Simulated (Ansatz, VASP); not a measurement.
**One calculation of Ta3AlN4, two programs**

```xyz
8
Lattice="3.0826 0.0000 0.0000 0.0000 3.0826 0.0000 0.0000 0.0000 8.7366" Properties=species:S:1:pos:R:3 pbc="T T T"
Ta    0.0000    0.0000    6.6104
Ta    1.5413    1.5413    0.0000
Ta    0.0000    0.0000    2.1262
Al    1.5413    1.5413    4.3683
N     0.0000    0.0000    0.0000
N     1.5413    1.5413    2.3819
N     0.0000    0.0000    4.3683
N     1.5413    1.5413    6.3547
```

Alike in both runs: task single point; functional PBE; k mesh 6 × 6 × 2; occupations gaussian, width 0.1 eV; collinear spin.

|  | VASP | Ansatz |
| --- | --- | --- |
| version | VASP 6.6.1 | Ansatz 0.2.0 |
| potentials or method | VASP PAW PBE potentials, release 64 (Ta_pv, Al, N), cutoff 520 eV | scalar-relativistic, plane waves, PAW |
| valence electrons in the cell | 56 | 62 |

VASP gave:

```
gap on the k mesh at the Fermi level (eV)                     : none
pressure (GPa)                                                : 0.5
traceless stress, the component that is largest in VASP (GPa) : -0.06
rms of the force components (eV/Å)                            : 0.007
net moment per atom (μB)                                      : 0.00
```

What did Ansatz give for the same quantities?

gap on the k mesh at the Fermi level (eV): none; pressure (GPa): 0.0; traceless stress, the component that is largest in VASP (GPa): -0.05; rms of the force components (eV/Å): 0.001; net moment per atom (μB): 0.00.

Atom by atom the forces differ by 0.007 eV/Å (rms over components). A gap of «none» marks a metal or a gap that the smearing closes. VASP's potentials hold 56 valence electrons a cell and Ansatz's 62, so a difference there can come from the potentials and not from the codes. Ansatz's warnings: seeded moment not kept.

Spin-orbit coupling is off throughout.
